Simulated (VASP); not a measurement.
Input of a VASP 6.6.1 run:

INCAR

```
ALGO = Normal
EDIFF = 1E-6
EDIFFG = -0.01
ENCUT = 600
GGA = RE
IBRION = 2
ISIF = 3
ISMEAR = -1
IVDW = 13
LASPH = T
LCHARG = F
LREAL = F
LWAVE = F
NELM = 60
NSW = 60
PREC = Accurate
SIGMA = 0.05
```

The input KPOINTS:

```
k-points
0
Gamma
  10 10 5
```

Contents of POSCAR:

```
SiC
1.0
    3.0760000000      0.0000000000      0.0000000000
   -1.5380000000      2.6638941420      0.0000000000
    0.0000000000      0.0000000000      5.0480000000
Si C
2 2
Direct
    0.6666666667      0.3333333333      0.5000000000
    0.3333333333      0.6666666667      0.0000000000
    0.6666666667      0.3333333333      0.8850000000
    0.3333333333      0.6666666667      0.3850000000
```

Potentials or basis: VASP PAW PBE potentials, release 64 (Si, C).

Launch:

```console
$ cat potpaw_PBE.64/Si/POTCAR potpaw_PBE.64/C/POTCAR > POTCAR
$ mpirun -np 1 vasp_std > vasp.out
```

**Question.** Predict the band gap on the k mesh.

**Answer.** 2.42 eV (least direct gap 4.03 eV).

**Question.** What does it give for the space group after relaxing (to 0.1 Å)?

**Answer.** P6_3mc (No. 186).

**Question.** Predict the dispersion energy per atom.

**Answer.** -0.656 eV.

**Question.** What does it give for the relaxed volume?

**Answer.** 10.17 Å³/atom.

The path:
```csv
step,energy change (eV),largest force (eV/Å),pressure (GPa),volume (Å³)
1,0.0000,0.7379,-3.33,41.36
2,-0.0082,0.6737,3.54,40.09
3,-0.0409,0.0725,0.03,40.66
4,-0.0409,0.0568,0.10,40.65
5,-0.0437,0.0064,0.34,40.61
6,-0.0438,0.0043,0.30,40.62
7,-0.0438,0.0030,-0.24,40.71
8,-0.0438,0.0007,0.02,40.66
```

Caveat: the PAW data sets were made with another functional, which shifts forces and pressure a little. A k mesh can miss the band edges.
